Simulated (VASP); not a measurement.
Write the native input for VASP 6.6.1 that does the following.

* Task: single point
* Functional: LDA
* Potentials or basis: VASP PAW LDA potentials, release 64 (As)
* Cutoff: 520 eV
* k mesh: 15 × 15 × 15
* Occupations: gaussian, width 0.1 eV
* Spin: no spin polarisation
* Dipole correction: no
* Further INCAR settings: ALGO = Normal; EDIFF = 1e-07; NBANDS = 12

The structure of As lies in POSCAR:

```
As
1.0
    1.8799112746      1.0853672804      3.3288269456
   -1.8799112746      1.0853672804      3.3288269456
    0.0000000000     -2.1707345609      3.3288269456
As
2
Direct
    0.2305477058      0.2305477058      0.2305477058
    0.7694522942      0.7694522942      0.7694522942
```

One way to write it, as run:

INCAR

```
SYSTEM = As
PREC = Accurate
ENCUT = 520
EDIFF = 1E-7
ISMEAR = 0
SIGMA = 0.1
LREAL = .FALSE.
LASPH = .TRUE.
NELM = 80
ALGO = Normal
ISIF = 2
LWAVE = .FALSE.
LCHARG = .FALSE.
NBANDS = 12
```

KPOINTS

```
regular mesh
0
G
  15 15 15
  0 0 0
```

Potentials or basis: VASP PAW LDA potentials, release 64 (As).

The run is started by

```console
$ cat potpaw_LDA.64/As/POTCAR > POTCAR
$ mpirun -np 1 vasp_std > vasp.out
```

Results of the run:

```json
{
 "Pressure": "0.4 GPa",
 "Largest force": "0.065 eV/Å",
 "Band gap on the k mesh": "zero (band 5 reaches 6.05 eV, above the bottom of band 6 at 5.90 eV)"
}
```

Run time: 88 s on 1 thread of AMD EPYC 9R45 96-Core Processor (Zen 5), with other jobs on the host, peak memory 0.23 GiB.
